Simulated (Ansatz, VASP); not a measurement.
# B: VASP beside Ansatz

```xyz
3
Lattice="2.8681 0.0000 0.0000 -1.4340 2.4838 0.0000 0.0000 0.0000 2.8247" Properties=species:S:1:pos:R:3 pbc="T T T"
B     0.0000    0.0000    0.0000
B     0.0000    1.6559    1.4123
B     1.4340    0.8279    1.4123
```

Alike in both runs: task single point; functional LDA; k mesh 14 × 14 × 13; occupations fermi-dirac, width 0.1 eV; no spin polarisation.

```csv
,VASP,Ansatz
version,VASP 6.6.1,Ansatz 0.2.0
potentials or method,"VASP PAW LDA potentials, release 64 (B), cutoff 520 eV","plane waves (420 eV) with PAW, scalar-relativistic"
valence electrons in the cell,9,9
```

```csv
,VASP,Ansatz,Ansatz less VASP
pressure (GPa),-8.7,-9.0,-0.27
"traceless stress, the component that is largest in VASP (GPa)",2.93,3.04,+0.113
```

Ansatz warns that its potentials were made for another functional, while VASP's fit it. LDA's correlation is that of Perdew and Zunger in VASP and of Perdew and Wang (1992) in Ansatz.
